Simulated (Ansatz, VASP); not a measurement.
**V2N3 in VASP and in Ansatz**

```
CELL_PARAMETERS angstrom
2.82148 0.00000 0.00000
-1.41074 2.44348 0.00000
0.00000 0.00000 6.19635
ATOMIC_POSITIONS crystal
V 0.66667 0.33333 0.30212
V 0.33333 0.66667 0.69788
N 0.00000 0.00000 0.50000
N 0.00000 0.00000 0.10744
N 0.00000 0.00000 0.89256
```

Change from the starting cell: strain +0.0150 x Voigt [1, 1, 0, 0, 0, 0], atoms carried along.

Alike in both runs: task single point; functional PBEsol; k mesh 18 × 18 × 8; occupations gaussian, width 0.15 eV; no spin polarisation.

|  | VASP | Ansatz |
| --- | --- | --- |
| version | VASP 6.6.1 | Ansatz 0.2.0 |
| potentials or method | VASP PAW PBE potentials, release 64 (V_sv, N), cutoff 520 eV | scalar-relativistic, plane waves, PAW |
| valence electrons in the cell | 41 | 41 |

Ansatz gave:

* gap on the k mesh at the Fermi level (eV): none
* pressure (GPa): -8.0
* traceless stress, the component that is largest in VASP (GPa): 3.98
* rms of the force components (eV/Å): 0.058

Problem. What did VASP give for the same quantities?

Solution. gap on the k mesh at the Fermi level (eV): none; pressure (GPa): -7.4; traceless stress, the component that is largest in VASP (GPa): 4.38; rms of the force components (eV/Å): 0.083.

VASP's potentials were made for PBE, not for PBEsol. Atom by atom the forces differ by 0.027 eV/Å (rms over components). A gap of «none» marks a metal or a gap that the smearing closes.
